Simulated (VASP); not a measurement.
Write the native input for VASP 6.6.1 that does the following.

- Task: single point
- Functional: PBE
- Potentials or basis: VASP PAW PBE potentials, release 64 (K_sv, Cl)
- Cutoff: 500 eV
- k mesh: 4 × 4 × 4
- Occupations: gaussian, width 0.01 eV
- Spin: no spin polarisation
- Dipole correction: no
- Further INCAR settings: ALGO = Normal; EDIFF = 1e-06; NBANDS = 15

The structure of KCl (Sylvite) lies in POSCAR:

```
KCl
1.0
    0.0000000000      3.1464700000      3.1464700000
    3.1464700000      0.0000000000      3.1464700000
    3.1464700000      3.1464700000      0.0000000000
K Cl
1 1
Direct
    0.9602818353      0.0383781647      0.0526918353
    0.4739900000      0.5033200000      0.4998500000
```

These files were run (other wordings do the same):

INCAR

```
SYSTEM = KCl
ALGO = Normal
EDIFF = 1E-6
ENCUT = 500
GGA = PE
GGA_COMPAT = .False.
ISIF = 2
ISMEAR = 0
LASPH = .True.
LCHARG = .True.
LELF = .True.
LREAL = .False.
LVHAR = .True.
LWAVE = .False.
NBANDS = 15
NELM = 120
PREC = Accurate
SIGMA = 0.01
```

KPOINTS

```
k-points
0
Gamma
  4 4 4
  0 0 0
```

Potentials or basis: VASP PAW PBE potentials, release 64 (K_sv, Cl).

Launch:

```bash
$ cat potpaw_PBE.64/K_sv/POTCAR potpaw_PBE.64/Cl/POTCAR > POTCAR
$ mpirun -np 1 vasp_std > vasp.out
```

It gave:

The pressure is 1.5 GPa and the largest force is 0.488 eV/Å. The band gap on the k mesh is 5.21 eV, direct.

Caveat: the k points lie up to 0.43 Å⁻¹ apart.

It took 12 s on 1 thread of Intel(R) Xeon(R) 6975P-C (Granite Rapids) (shared host), peak memory 0.18 GiB.
